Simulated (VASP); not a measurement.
# LiH: single point with PBE

Crystal: LiH.

```
CELL_PARAMETERS angstrom
0.00000 2.00862 2.00862
2.00862 0.00000 2.00862
2.00862 2.00862 0.00000
ATOMIC_POSITIONS crystal
Li 0.00000 0.00000 0.00000
H 0.50000 0.50000 0.50000
```

```json
{"Program": "VASP 6.6.1", "Task": "single point", "Functional": "PBE", "Potentials or basis": "VASP PAW PBE potentials, release 64 (Li_sv, H)", "Cutoff": "520 eV", "k mesh": "1 × 2 × 5", "Occupations": "gaussian, width 0.1 eV", "Spin": "collinear spin, zero start", "Starting moments": "[0.0, 0.0] μB"}
```

| Quantity | Value |
| --- | --- |
| Band gap on the k mesh | 4.39 eV, direct |
| Net moment | 0.00 μB per cell |
| Valence electrons inside the program's atomic spheres | Li 2.08; H 0.53 |

Levels at points of the mesh, in eV from the valence-band top:
Spin up:
```
           k point  band 1  band 2  band 3  band 4  band 5  band 6
(0.00, 0.00, 0.00)  -43.54   -4.84   16.51   18.42   18.46   18.49
(0.00, 0.50, 0.00)  -43.49   -2.10    5.60   14.10   17.05   17.12
```
Spin down:
```csv
k point,band 1,band 2,band 3,band 4,band 5,band 6
"(0.00, 0.00, 0.00)",-43.54,-4.84,16.51,18.42,18.46,18.49
"(0.00, 0.50, 0.00)",-43.49,-2.10,5.60,14.10,17.05,17.12
```

Wall time 7.5 s on 1 thread of Intel(R) Xeon(R) Platinum 8375C CPU @ 2.90GHz (Ice Lake), with other jobs on the host, peak memory 0.13 GiB.

Caveat: the k points lie up to 2.71 Å⁻¹ apart. A k mesh can miss the band edges.
